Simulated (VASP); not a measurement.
# Y2CF2 (P-3m1) in VASP: a series of runs

Aim: see how the results for Y2CF2 move with the level of theory and the settings. Levels: HSE06, LDA. Tasks: single point, relaxation of cell and atoms.

All numbers are computed with VASP 6.6.1; they aren't measurements. Logs are shortened: lines on timing, memory, paths and dates and some standing lists are left out, and cuts for length are marked.

## 1. The cell of the first run

The structure is trigonal, space group P-3m1 (No. 164). The conventional cell has a = 3.664 Å, b = 3.664 Å, c = 6.321 Å, α = 90.00°, β = 90.00°, γ = 120.00°. Y (site symmetry 3m) has 4 F at 2.38 to 2.52 Å and 3 C at 2.51 Å within 3.1 Å. Within 3.3 Å of C (site symmetry -3m) lie 6 Y at 2.51 Å and 6 F at 3.24 Å. F (site symmetry 3m) has 4 Y at 2.38 to 2.52 Å and 3 F at 2.55 Å within 3.1 Å.

## 2. Single point, HSE06

POSCAR reads:

```
Y2CF2
1.0
    3.6642918298      0.0000000000      0.0000000000
   -1.8321459149      3.1733698115      0.0000000000
    0.0000000000      0.0000000000      6.3208771579
Y C F
2 1 2
Direct
    0.3333333333      0.6666666667      0.2141676581
    0.6666666667      0.3333333333      0.7858323419
    0.0000000000      0.0000000000      0.0000000000
    0.3333333333      0.6666666667      0.6126078578
    0.6666666667      0.3333333333      0.3873921422
```

INCAR.step1 reads:

```
ALGO = Normal ; EDIFF = 1E-5
ENCUT = 520 ; GGA = PE
ISIF = 2 ; ISMEAR = 0
KPAR = 4 ; LASPH = T
LCHARG = F ; LREAL = F
LWAVE = T ; NBANDS = 28
NELM = 100 ; PREC = Accurate
SIGMA = 0.01
```

INCAR.step2 reads:

```
ALGO = Normal ; EDIFF = 1E-6
ENCUT = 520 ; GGA = PE
HFSCREEN = 0.2079 ; ISIF = 2
ISMEAR = 0 ; ISTART = 1
KPAR = 4 ; LASPH = T
LCHARG = F ; LHFCALC = T
LREAL = F ; LWAVE = F
NBANDS = 28 ; NELM = 100
PREC = Accurate ; PRECFOCK = Fast
SIGMA = 0.01
```

KPOINTS reads:

```
k-points
0
Gamma
  6 6 2
```

Potentials or basis: VASP PAW PBE potentials, release 64 (Y_sv, C, F).

On the command line:

```console
$ cat potpaw_PBE.64/Y_sv/POTCAR potpaw_PBE.64/C/POTCAR potpaw_PBE.64/F/POTCAR > POTCAR
$ cp INCAR.step1 INCAR
$ mpirun -np 4 vasp_std > vasp.out
$ cp INCAR.step2 INCAR
$ mpirun -np 4 vasp_std > vasp.out
```

OUTCAR:

```text
EDIFF = 1E-6
   ENCUT = 520
   GGA = PE
   HFSCREEN = 0.2079
   ISIF = 2
   ISMEAR = 0
   ISTART = 1
   LASPH = T
   LHFCALC = T
   LREAL = F
   NELM = 100
   PREC = Accurate
   PRECFOCK = Fast

 ion  position               nearest neighbor table
   1  0.333  0.667  0.214-   5 2.38   5 2.38   5 2.38   3 2.51   3 2.51   3 2.51   4 2.52   2 3.44
                             2 3.44   2 3.44   2 4.19   2 4.19   2 4.19
   2  0.667  0.333  0.786-   4 2.38   4 2.38   4 2.38   3 2.51   3 2.51   3 2.51   5 2.52   1 3.44
                             1 3.44   1 3.44   1 4.19   1 4.19   1 4.19
   3  0.000  0.000  0.000-   1 2.51   2 2.51   2 2.51   1 2.51   2 2.51   1 2.51
   4  0.333  0.667  0.613-   2 2.38   2 2.38   2 2.38   1 2.52
   5  0.667  0.333  0.387-   1 2.38   1 2.38   1 2.38   2 2.52

  LATTYP: Found a hexagonal cell.
 ALAT       =     3.6642918298
 C/A-ratio  =     1.7249928367

  Lattice vectors:

 A1 = (   3.6642918298,   0.0000000000,   0.0000000000)
 A2 = (  -1.8321459149,   3.1733698115,   0.0000000000)
 A3 = (   0.0000000000,   0.0000000000,   6.3208771579)

Analysis of symmetry for initial positions (statically):
=====================================================================
 Subroutine PRICEL returns:
 Original cell was already a primitive cell.

 Routine SETGRP: Setting up the symmetry group for a
 hexagonal supercell.

 Subroutine GETGRP returns: Found 12 space group operations
 (whereof 12 operations were pure point group operations)
 out of a pool of 24 trial point group operations.

The static configuration has the point symmetry D_3d.

Analysis of symmetry for dynamics (positions and initial velocities):
=====================================================================
 Subroutine PRICEL returns:
 Original cell was already a primitive cell.

 Routine SETGRP: Setting up the symmetry group for a
 hexagonal supercell.

 Subroutine GETGRP returns: Found 12 space group operations
 (whereof 12 operations were pure point group operations)
 out of a pool of 24 trial point group operations.

The dynamic configuration has the point symmetry D_3d.

 Subroutine INISYM returns: Found 12 space group operations
 (whereof 12 operations are pure point group operations),
 and found     1 'primitive' translations

[... 97 lines left out ...]
   POTIM  = 0.5000    time-step for ionic-motion
   TEBEG  =    0.0;   TEEND  =   0.0 temperature during run
   PSTRESS=    0.0 pullay stress
   NELECT =      40.0000    total number of electrons
   NUPDOWN=      -1.0000    fix difference up-down
   EMIN   =  10.00;   EMAX   =-10.00  energy-range for DOS
   EFERMI =   0.00;   METHOD = LEGACY
   ISMEAR =     0;   SIGMA  =   0.01  broadening in eV -4-tet -1-fermi 0-gaus
   EFERMI_NEDOS =   21; number of points for ismear=-14 and -15
   IALGO  =     38    algorithm
   IMIX   =      1    mixing-type and parameters
     AMIX     =   0.40;   BMIX     =  1.00
     AMIX_MAG =   1.60;   BMIX_MAG =  1.00
  volume/ion in A,a.u.               =      14.70        99.20
  Fermi-wavevector in a.u.,A,eV,Ry     =   1.336592  2.525792 24.306505  1.786478
  Thomas-Fermi vector in A             =   2.465206
   LORBIT       =      0    0 simple, 1 ext, 2 COOP (PROOUT), +10 PAW based schemes
   GGA     = PE    functional components
   LHFCALC =     T    Hartree Fock is set to
   PRECFOCK=fast      Normal, Fast or Accurate (Low or Medium for compatibility)
   ENCUT4O =  -1.0   cutoff for four orbital integrals eV
   NKREDX  =     1    reduce k-point grid by
   NKREDY  =     1    reduce k-point grid by
   NKREDZ  =     1    reduce k-point grid by
   AEXX    =    0.2500 exact exchange contribution
   HFSCREEN=    0.2079 screening length (either q_TF or 0.3 A-1)
   HFSCREENC=   0.2079 screening length for correlation (either q_TF or 0.3 A-1)
   ENCUTFOCK=  -1.0 apply spherical cutoff to Coloumb kernel
   IVDW    =     0    specifies the selected vdW correction
   LEPSILON=     F    determine dielectric tensor
   LRPA    =     F    only Hartree local field effects (RPA)
 non-spin polarized calculation
 Gauss-broadening in eV      SIGMA  =   0.01
  energy-cutoff  :      520.00
  volume of cell :       73.50
 maximum number of plane-waves:      2007
 NGX is ok and might be reduce to    28
  NGX = 16; NGY = 16; NGZ = 28

 number of electron      40.0000006 magnetization

 Free energy of the ion-electron system (eV)
  ---------------------------------------------------
  ext. energy  EPLUGINS =         0.00000000
  ---------------------------------------------------
  free energy    TOTEN  =       -44.68374453 eV

  energy without entropy =      -44.68374453  energy(sigma->0) =      -44.68374453

 E-fermi :   3.5449     XC(G=0):  -8.6665

 val. band max:        3.3963378744   @ k =   0.0000   0.0000   0.5000
 cond. band min:       5.3384793514   @ k =   0.5000   0.0000   0.0000
 fundamental gap:      1.9421414771
 Fermi energy:         3.5448993695

 k-point     1 :       0.0000    0.0000    0.0000
  band No.  band energies     occupation
      1     -41.1298      2.00000
      2     -41.0570      2.00000
      3     -24.6631      2.00000
      4     -23.7730      2.00000
      5     -19.7344      2.00000
      6     -19.6232      2.00000
[... 423 lines left out ...]
     27      11.3005      0.00000
     28      11.3005      0.00000

------------------------ aborting loop because EDIFF is reached ----------------------------------------

  FORCE on cell =-STRESS in cart. coord.  units (eV):
  Direction    XX          YY          ZZ          XY          YZ          ZX
  --------------------------------------------------------------------------------------
  -------------------------------------------------------------------------------------
  Total       -0.2821040     -0.2821040     -0.2269250     -0.0000000      0.0000000     -0.0000000
  in kB       -6.1493859     -6.1493859     -4.9465769     -0.0000000      0.0000000     -0.0000000
  external PRESSURE =      -5.7484496 kB  Pullay stress =       0.0000000 kB

 VOLUME and BASIS-vectors are now :
 -----------------------------------------------------------------------------
  energy-cutoff  :      520.00
  volume of cell :       73.50
      direct lattice vectors                 reciprocal lattice vectors
     3.664291830  0.000000000  0.000000000     0.272904028  0.157561214  0.000000000
    -1.832145915  3.173369812  0.000000000     0.000000000  0.315122428  0.000000000
     0.000000000  0.000000000  6.320877158     0.000000000  0.000000000  0.158205891

 POSITION                                       TOTAL-FORCE (eV/Angst)
 -----------------------------------------------------------------------------------
     -0.00000      2.11558      1.35373         0.000000      0.000000     -0.230011
      1.83215      1.05779      4.96715        -0.000000     -0.000000      0.230011
      0.00000      0.00000      0.00000        -0.000000     -0.000000     -0.000000
     -0.00000      2.11558      3.87222        -0.000000     -0.000000      0.036837
      1.83215      1.05779      2.44866         0.000000     -0.000000     -0.036837
 -----------------------------------------------------------------------------------
    total drift:                                0.000000      0.000000     -0.000000

  FREE ENERGIE OF THE ION-ELECTRON SYSTEM (eV)
  ---------------------------------------------------
  free  energy   TOTEN  =       -44.6837445273 eV

  energy  without entropy=      -44.6837445273  energy(sigma->0) =      -44.68374453
```

OUTCAR.step1:

```text
EDIFF = 1E-5
   ENCUT = 520
   GGA = PE
   ISIF = 2
[... 658 lines left out ...]
      1.83215      1.05779      4.96715        -0.000000      0.000000      0.226191
      0.00000      0.00000      0.00000        -0.000000      0.000000     -0.000000
     -0.00000      2.11558      3.87222         0.000000      0.000000      0.038401
      1.83215      1.05779      2.44866        -0.000000     -0.000000     -0.038401
 -----------------------------------------------------------------------------------
    total drift:                                0.000000      0.000000      0.000000

  FREE ENERGIE OF THE ION-ELECTRON SYSTEM (eV)
  ---------------------------------------------------
  free  energy   TOTEN  =       -37.8829662396 eV

  energy  without entropy=      -37.8829662396  energy(sigma->0) =      -37.88296624
```

OSZICAR.step1:

```text
N       E                     dE             d eps       ncg     rms          rms(c)
DAV:   1     0.242458341632E+03    0.24246E+03   -0.21395E+04   784   0.143E+03
DAV:   2    -0.267648306283E+02   -0.26922E+03   -0.26137E+03   964   0.346E+02
DAV:   3    -0.441174265192E+02   -0.17353E+02   -0.17281E+02  1216   0.756E+01
DAV:   4    -0.451015135122E+02   -0.98409E+00   -0.98345E+00  1168   0.133E+01
DAV:   5    -0.451159306254E+02   -0.14417E-01   -0.14416E-01  1092   0.171E+00    0.408E+01
DAV:   6    -0.379001247151E+02    0.72158E+01   -0.44890E+01   888   0.248E+01    0.372E+01
DAV:   7    -0.379102424428E+02   -0.10118E-01   -0.26493E+00  1020   0.678E+00    0.250E+01
DAV:   8    -0.379260963568E+02   -0.15854E-01   -0.88492E-01   932   0.389E+00    0.592E+00
DAV:   9    -0.378814925738E+02    0.44604E-01   -0.39144E-01   904   0.169E+00    0.858E-01
DAV:  10    -0.378821911192E+02   -0.69855E-03   -0.14205E-02  1032   0.504E-01    0.399E-01
DAV:  11    -0.378827883328E+02   -0.59721E-03   -0.32630E-03   884   0.306E-01    0.194E-01
DAV:  12    -0.378829317080E+02   -0.14338E-03   -0.46834E-04  1060   0.140E-01    0.187E-01
DAV:  13    -0.378829537277E+02   -0.22020E-04   -0.48011E-05   912   0.395E-02    0.495E-02
DAV:  14    -0.378829662503E+02   -0.12523E-04   -0.17554E-05   768   0.219E-02    0.935E-03
DAV:  15    -0.378829662396E+02    0.10628E-07   -0.62134E-06   720   0.125E-02
   1 F= -.37882966E+02 E0= -.37882966E+02  d E =-.299165E-19
```

Run time: 14 min. Hardware: 4 MPI ranks of AMD EPYC 7R43 (Zen 3), shared host; peak memory 0.27 GiB.

Results:

- Free energy: -44.6837 eV
- Pressure: -0.6 GPa
- Largest force: 0.230 eV/Å
- Band gap on the k mesh: 1.94 eV (least direct gap 2.14 eV)

Forces on the atoms (eV/Å):
```
Y    0.000  0.000 -0.230
Y    0.000  0.000  0.230
C    0.000  0.000  0.000
F    0.000  0.000  0.037
F    0.000  0.000 -0.037
```

Stress tensor (GPa, compression positive):
```
-0.61  0.00  0.00
 0.00 -0.61  0.00
 0.00  0.00 -0.49
```

Levels at points of the mesh, in eV from the valence-band top:
| k point | band 16 | band 17 | band 18 | band 19 | band 20 | band 21 | band 22 | band 23 | band 24 | band 25 |
| --- | --- | --- | --- | --- | --- | --- | --- | --- | --- | --- |
| (0.00, 0.00, 0.00) | -7.17 | -7.17 | -1.46 | -0.02 | -0.02 | 3.91 | 3.97 | 3.97 | 5.10 | 6.24 |
| (0.50, 0.00, 0.00) | -6.86 | -6.73 | -1.82 | -0.52 | -0.20 | 1.94 | 5.32 | 6.05 | 6.49 | 6.74 |
| (0.00, 0.00, 0.50) | -7.12 | -6.64 | -1.65 | 0.00 | 0.00 | 4.11 | 4.11 | 4.32 | 5.36 | 6.21 |
| (0.50, 0.00, 0.50) | -6.82 | -6.74 | -1.59 | -0.62 | -0.25 | 2.43 | 5.13 | 6.68 | 6.72 | 6.93 |

Caveat: the k points lie up to 0.50 Å⁻¹ apart; the PAW data sets were made with another functional, which shifts forces and pressure a little.

(Continued in part 2 of 2.)
